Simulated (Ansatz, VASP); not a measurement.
# Two plane-wave programs on NaF

POSCAR

```
NaF
1.0
    0.0000000000      2.2972417931      2.2972417931
    2.1676773559      0.0000000000      2.2972417931
    2.1676773559      2.2972417931      0.0000000000
Na F
1 1
Direct
    0.0000000000      0.0000000000      0.0000000000
    0.5000000000      0.5000000000      0.5000000000
```

INCAR.step1

```
SYSTEM = NaF
ALGO     = Normal         ! electronic algorithm
EDIFF    = 1E-5           ! SCF threshold, eV
ENCUT    = 970            ! plane-wave cutoff, eV
GGA      = PE             ! functional
GGA_COMPAT= .False.      
ISMEAR   = 0              ! smearing method
LASPH    = .True.         ! aspherical terms in the spheres
LCHARG   = .False.        ! write CHGCAR
LREAL    = .False.        ! projectors in reciprocal space
LWAVE    = .True.         ! write WAVECAR
NBANDS   = 15             ! bands
NELM     = 120            ! most SCF steps
PREC     = Accurate       ! precision mode
SIGMA    = 0.01           ! smearing width, eV
```

Contents of INCAR.step2:

```
SYSTEM = NaF
ALGO     = Normal         ! electronic algorithm
EDIFF    = 1E-6           ! SCF threshold, eV
ENCUT    = 970            ! plane-wave cutoff, eV
GGA_COMPAT= .False.      
ISIF     = 2              ! what is computed and relaxed
ISMEAR   = 0              ! smearing method
ISTART   = 1            
LASPH    = .True.         ! aspherical terms in the spheres
LCHARG   = .True.         ! write CHGCAR
LELF     = .True.         ! ELF
LMIXTAU  = .True.       
LREAL    = .False.        ! projectors in reciprocal space
LVHAR    = .True.       
LWAVE    = .False.        ! write WAVECAR
METAGGA  = R2SCAN         ! meta-GGA
NBANDS   = 15             ! bands
NELM     = 120            ! most SCF steps
PREC     = Accurate       ! precision mode
SIGMA    = 0.01           ! smearing width, eV
```

KPOINTS

```
k-points
0
Gamma
  10 10 10
  0 0 0
```

Input for Ansatz:

```yaml
crystal:
  lattice:
    - [0.0, 2.2972417931, 2.2972417931]
    - [2.1676773559, 0.0, 2.2972417931]
    - [2.1676773559, 2.2972417931, 0.0]
  atoms:
    - { symbol: Na, position: [0.0, 0.0, 0.0] }
    - { symbol: F, position: [0.5, 0.5, 0.5] }
kpoints:
  mp_grid: { grid: [10, 10, 10] }
  band_path:
    path:
      - [0.0, 0.0, 0.0]
      - [0.5, 0.0, 0.5]
      - [0.625, 0.25, 0.625]
      - [0.375, 0.375, 0.75]
      - [0.5, 0.5, 0.5]
      - [0.5, 0.25, 0.75]
    npoints: 1
hamiltonian:
  xc: r2scan
scf:
  occupations: { method: fixed }
  n_extra_bands: 4
output:
  forces: true
  stress: true
  eigenvalues: true
```

Change from the starting cell: uniaxial_x strain -5.6%.

Alike in both runs: task single point; functional r2SCAN; k mesh 10 × 10 × 10; no spin polarisation.

|  | VASP | Ansatz |
| --- | --- | --- |
| version | VASP 6.6.1 | Ansatz 0.2.0 |
| potentials or method | VASP PAW PBE potentials, release 64 (Na_sv, F) | plane waves, PAW |
| plane-wave cutoff (eV) | 970 | 500 |
| occupations | gaussian, width 0.01 eV | fixed |
| valence electrons in the cell | 16 | 16 |

```csv
,VASP,Ansatz,Ansatz less VASP
gap on the k mesh at the Fermi level (eV),7.60,7.61,+0.003
pressure (GPa),3.6,4.2,+0.59
"traceless stress, the component that is largest in VASP (GPa)",5.58,5.60,+0.019
```

VASP's potentials were made for PBE, not for r2SCAN.
